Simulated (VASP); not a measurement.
# BiTe (Fm-3m) in VASP: notebook, part 2 of 2

VASP 6.6.1. Earlier steps stand in the parts before.

## Step 3: Single point, revPBE

INCAR reads:

```
SYSTEM = BiTe
PREC = Accurate ; ENCUT = 520
EDIFF = 1E-7 ; ISMEAR = -1
SIGMA = 0.05 ; LREAL = .FALSE.
LASPH = .TRUE. ; NELM = 100
ALGO = Normal ; ISIF = 2
LWAVE = .FALSE. ; LCHARG = .FALSE.
GGA = RE ; NBANDS = 18
```

KPOINTS reads:

```
regular mesh
0
G
  7 7 7
  0 0 0
```

POSCAR reads:

```
BiTe
1.0
    0.0000000000      3.2350000000      3.2350000000
    3.2350000000      0.0000000000      3.2350000000
    3.2350000000      3.2350000000      0.0000000000
Bi Te
1 1
Direct
    0.0000000000      0.0000000000      0.0000000000
    0.5000000000      0.5000000000      0.5000000000
```

Potentials or basis: VASP PAW PBE potentials, release 64 (Bi_d, Te).

Launch:

```sh
$ cat potpaw_PBE.64/Bi_d/POTCAR potpaw_PBE.64/Te/POTCAR > POTCAR
$ mpirun -np 1 vasp_std > vasp.out
```

OUTCAR:

```text
SYSTEM = BiTe
   PREC = Accurate
   ENCUT = 520
   EDIFF = 1E-7
   ISMEAR = -1
   LREAL = .FALSE.
   LASPH = .TRUE.
   NELM = 100
   ISIF = 2
   GGA = RE

 ion  position               nearest neighbor table
   1  0.000  0.000  0.000-   2 3.23   2 3.23   2 3.23   2 3.23   2 3.23   2 3.23
   2  0.500  0.500  0.500-   1 3.23   1 3.23   1 3.23   1 3.23   1 3.23   1 3.23

  LATTYP: Found a face centered cubic cell.
 ALAT       =     6.4700000000

  Lattice vectors:

 A1 = (   0.0000000000,   3.2350000000,   3.2350000000)
 A2 = (   3.2350000000,   0.0000000000,   3.2350000000)
 A3 = (   3.2350000000,   3.2350000000,   0.0000000000)

Analysis of symmetry for initial positions (statically):
=====================================================================
 Subroutine PRICEL returns:
 Original cell was already a primitive cell.

 Routine SETGRP: Setting up the symmetry group for a
 face centered cubic supercell.

 Subroutine GETGRP returns: Found 48 space group operations
 (whereof 48 operations were pure point group operations)
 out of a pool of 48 trial point group operations.

The static configuration has the point symmetry O_h .

Analysis of symmetry for dynamics (positions and initial velocities):
=====================================================================
 Subroutine PRICEL returns:
 Original cell was already a primitive cell.

 Routine SETGRP: Setting up the symmetry group for a
 face centered cubic supercell.

 Subroutine GETGRP returns: Found 48 space group operations
 (whereof 48 operations were pure point group operations)
 out of a pool of 48 trial point group operations.

The dynamic configuration has the point symmetry O_h .

 Subroutine INISYM returns: Found 48 space group operations
 (whereof 48 operations are pure point group operations),
 and found     1 'primitive' translations

----------------------------------------------------------------------------------------

                                     Primitive cell

  volume of cell :      67.7100

  direct lattice vectors                    reciprocal lattice vectors
     0.000000000  3.235000000  3.235000000    -0.154559505  0.154559505  0.154559505
     3.235000000  0.000000000  3.235000000     0.154559505 -0.154559505  0.154559505
     3.235000000  3.235000000  0.000000000     0.154559505  0.154559505 -0.154559505

  length of vectors
     4.574980874  4.574980874  4.574980874     0.267704916  0.267704916  0.267704916

  position of ions in fractional coordinates (direct lattice)
     0.000000000  0.000000000  0.000000000
     0.500000000  0.500000000  0.500000000

  ion indices of the primitive-cell ions
   primitive index   ion index
                 1           1
                 2           2

----------------------------------------------------------------------------------------

 KPOINTS: regular mesh

Automatic generation of k-mesh.
 Grid dimensions read from file:
 generate k-points for:    7    7    7

 Generating k-lattice:

  Cartesian coordinates                     Fractional coordinates (reciprocal lattice)
    -0.022079929  0.022079929  0.022079929     0.142857143  0.000000000  0.000000000
     0.022079929 -0.022079929  0.022079929     0.000000000  0.142857143  0.000000000
     0.022079929  0.022079929 -0.022079929     0.000000000  0.000000000  0.142857143

  Length of vectors
     0.038243559  0.038243559  0.038243559

  Shift w.r.t. Gamma in fractional coordinates (k-lattice)
     0.000000000  0.000000000  0.000000000

 Subroutine IBZKPT returns following result:
 ===========================================

 Found     20 irreducible k-points:

 Following reciprocal coordinates:
            Coordinates               Weight
  0.000000  0.000000  0.000000      1.000000
  0.142857  0.000000  0.000000      8.000000
  0.285714  0.000000  0.000000      8.000000
  0.428571  0.000000  0.000000      8.000000
  0.142857  0.142857  0.000000      6.000000
  0.285714  0.142857  0.000000     24.000000
[... 12 lines left out ...]
 -0.428571  0.428571  0.142857     24.000000
 -0.285714  0.428571  0.142857     24.000000
   k-points           NKPTS =     20   k-points in BZ     NKDIM =     20   number of bands    NBANDS=     18
   number of dos      NEDOS =    301   number of ions     NIONS =      2
   total plane-waves  NPLWV =  46656
   dimension x,y,z NGX =    36 NGY =   36 NGZ =   36
   dimension x,y,z NGXF=    72 NGYF=   72 NGZF=   72
   ions per type =               1   1
   NGX,Y,Z   is equivalent  to a cutoff of  13.08, 13.08, 13.08 a.u.
   NGXF,Y,Z  is equivalent  to a cutoff of  26.16, 26.16, 26.16 a.u.
 SYSTEM =  BiTe
   PREC   = accura    normal or accurate (medium, high low for compatibility)
   ISTART =      0    job   : 0-new  1-cont  2-samecut
   ICHARG =      2    charge: 1-file 2-atom 10-const
   ISPIN  =      1    spin polarized calculation?
   LNONCOLLINEAR =      F non collinear calculations
   LSORBIT =      F    spin-orbit coupling
   LASPH  =      T    aspherical Exc in radial PAW
   ENCUT  =  520.0 eV  38.22 Ry    6.18 a.u.   8.51  8.51  8.51*2*pi/ulx,y,z
   NELM   =    100;   NELMIN=  2; NELMDL= -5     # of ELM steps
   EDIFF  = 0.1E-06   stopping-criterion for ELM
   LREAL  =      F    real-space projection
   EDIFFG = 0.1E-05   stopping-criterion for IOM
   NSW    =      0    number of steps for IOM
   IBRION =     -1    ionic relax: 0-MD 1-quasi-New 2-CG
   NFREE  =      0    steps in history (QN), initial steepest desc. (CG)
   ISIF   =      2    stress and relaxation
   ISYM   =      2    0-nonsym 1-usesym 2-fastsym
   POTIM  = 0.5000    time-step for ionic-motion
   TEBEG  =    0.0;   TEEND  =   0.0 temperature during run
   PSTRESS=    0.0 pullay stress
   NELECT =      21.0000    total number of electrons
   NUPDOWN=      -1.0000    fix difference up-down
   EMIN   =  10.00;   EMAX   =-10.00  energy-range for DOS
   EFERMI =   0.00;   METHOD = LEGACY
   ISMEAR =    -1;   SIGMA  =   0.05  broadening in eV -4-tet -1-fermi 0-gaus
   EFERMI_NEDOS =   21; number of points for ismear=-14 and -15
   IALGO  =     38    algorithm
   IMIX   =      4    mixing-type and parameters
     AMIX     =   0.40;   BMIX     =  1.00
     AMIX_MAG =   1.60;   BMIX_MAG =  1.00
  volume/ion in A,a.u.               =      33.86       228.46
  Fermi-wavevector in a.u.,A,eV,Ry     =   1.108146  2.094092 16.707785  1.227988
  Thomas-Fermi vector in A             =   2.244669
   LORBIT       =      0    0 simple, 1 ext, 2 COOP (PROOUT), +10 PAW based schemes
   GGA     = RE    functional components
   LHFCALC =     F    Hartree Fock is set to
   AEXX    =    0.0000 exact exchange contribution
   IVDW    =     0    specifies the selected vdW correction
   LEPSILON=     F    determine dielectric tensor
   LRPA    =     F    only Hartree local field effects (RPA)
 non-spin polarized calculation
  energy-cutoff  :      520.00
  volume of cell :       67.71
 maximum number of plane-waves:      1841
 NGX is ok and might be reduce to    36
   NGX = 17   NGY = 17   NGZ = 17

 number of electron      21.0000001 magnetization

 Free energy of the ion-electron system (eV)
  ---------------------------------------------------
  ext. energy  EPLUGINS =         0.00000000
  ---------------------------------------------------
  free energy    TOTEN  =        -6.50852694 eV

  energy without entropy =       -6.48751045  energy(sigma->0) =       -6.49801870

 E-fermi :   6.7801     XC(G=0):  -9.3553

 val. band max:        6.7749597314   @ k =  -0.4286   0.1429   0.0000
 cond. band min:       6.8111953375   @ k =   0.1429   0.1429   0.0000
 fundamental gap:      0.0362356060
 Fermi energy:         6.7800850679

 k-point     1 :       0.0000    0.0000    0.0000
  band No.  band energies     occupation
      1     -16.4684      2.00000
      2     -16.4684      2.00000
      3     -16.4682      2.00000
      4     -16.4682      2.00000
      5     -16.4682      2.00000
      6      -6.7799      2.00000
[... 10 lines left out ...]
     17      12.9166      0.00000
     18      13.3600      0.00000
[... 379 lines left out ...]
 k-point    20 :      -0.2857    0.4286    0.1429
  band No.  band energies     occupation
      1     -16.4776      2.00000
      2     -16.4683      2.00000
      3     -16.4659      2.00000
      4     -16.4633      2.00000
      5     -16.4585      2.00000
      6      -4.5187      2.00000
[... 10 lines left out ...]
     17      16.1114      0.00000
     18      16.9597      0.00000

------------------------ aborting loop because EDIFF is reached ----------------------------------------

  FORCE on cell =-STRESS in cart. coord.  units (eV):
  Direction    XX          YY          ZZ          XY          YZ          ZX
  --------------------------------------------------------------------------------------
  -------------------------------------------------------------------------------------
  Total        0.7645719      0.7645719      0.7645719      0.0000000     -0.0000000     -0.0000000
  in kB       18.0915610     18.0915610     18.0915610      0.0000000     -0.0000000     -0.0000000
  external PRESSURE =      18.0915610 kB  Pullay stress =       0.0000000 kB

 VOLUME and BASIS-vectors are now :
 -----------------------------------------------------------------------------
  energy-cutoff  :      520.00
  volume of cell :       67.71
      direct lattice vectors                 reciprocal lattice vectors
     0.000000000  3.235000000  3.235000000    -0.154559505  0.154559505  0.154559505
     3.235000000  0.000000000  3.235000000     0.154559505 -0.154559505  0.154559505
     3.235000000  3.235000000  0.000000000     0.154559505  0.154559505 -0.154559505

 POSITION                                       TOTAL-FORCE (eV/Angst)
 -----------------------------------------------------------------------------------
      0.00000      0.00000      0.00000         0.000000     -0.000000     -0.000000
      3.23500      3.23500      3.23500        -0.000000      0.000000      0.000000
 -----------------------------------------------------------------------------------
    total drift:                               -0.000000      0.000000      0.000000

  FREE ENERGIE OF THE ION-ELECTRON SYSTEM (eV)
  ---------------------------------------------------
  free  energy   TOTEN  =        -6.5085269424 eV

  energy  without entropy=       -6.4875104497  energy(sigma->0) =       -6.49801870
```

OSZICAR:

```text
N       E                     dE             d eps       ncg     rms          rms(c)
DAV:   1     0.158992568104E+03    0.15899E+03   -0.99522E+03   720   0.113E+03
DAV:   2     0.586125649604E+01   -0.15313E+03   -0.14923E+03   778   0.304E+02
DAV:   3    -0.618821112889E+01   -0.12049E+02   -0.11891E+02   928   0.897E+01
DAV:   4    -0.651290586095E+01   -0.32469E+00   -0.32422E+00   818   0.157E+01
DAV:   5    -0.652770147227E+01   -0.14796E-01   -0.14795E-01   994   0.320E+00    0.622E+00
DAV:   6    -0.650183142335E+01    0.25870E-01   -0.95408E-02  1002   0.183E+00    0.382E+00
DAV:   7    -0.650810217467E+01   -0.62708E-02   -0.29973E-02   812   0.844E-01    0.598E-01
DAV:   8    -0.650827977964E+01   -0.17760E-03   -0.43206E-03   872   0.435E-01    0.134E-01
DAV:   9    -0.650851204740E+01   -0.23227E-03   -0.46232E-04   818   0.129E-01    0.388E-02
DAV:  10    -0.650851844333E+01   -0.63959E-05   -0.14703E-05   956   0.240E-02    0.264E-02
DAV:  11    -0.650852648885E+01   -0.80455E-05   -0.24799E-05   784   0.276E-02    0.635E-03
DAV:  12    -0.650852650605E+01   -0.17199E-07   -0.13138E-06   886   0.924E-03    0.306E-03
DAV:  13    -0.650852663440E+01   -0.12835E-06   -0.31556E-07   774   0.405E-03    0.193E-03
DAV:  14    -0.650852694939E+01   -0.31498E-06   -0.32702E-08   660   0.121E-03    0.753E-04
DAV:  15    -0.650852694237E+01    0.70117E-08   -0.25355E-09   404   0.484E-04
   1 F= -.65085269E+01 E0= -.64980187E+01  d E =-.210165E-01
```

stdout:

```text
POSCAR found type information on POSCAR BiTe
 POSCAR found :  2 types and       2 ions
 scaLAPACK will be used
 -----------------------------------------------------------------------------
|                                                                             |
|                                                                             |
|     You enforced a specific xc type in the INCAR file but a different       |
|     I HOPE YOU KNOW WHAT YOU ARE DOING!                                     |
|                                                                             |
 -----------------------------------------------------------------------------

 LDA part: xc-table for (Slater+PW92), standard interpolation
 POSCAR, INCAR and KPOINTS ok, starting setup
 FFT: planning ... GRIDC
 FFT: planning ... GRID_SOFT
 FFT: planning ... GRID
 WAVECAR not read
 entering main loop
```

Run time: 12 s. Hardware: 1 thread of Intel Xeon 6975P-C (Granite Rapids), shared host; peak memory 0.21 GiB.

What came out:

```
Free energy : -6.5085 eV
Pressure    : 1.8 GPa
```

Caveat: the PAW data sets were made with another functional, which shifts forces and pressure a little; spin-orbit coupling is left out, which moves the levels of the heavy elements.
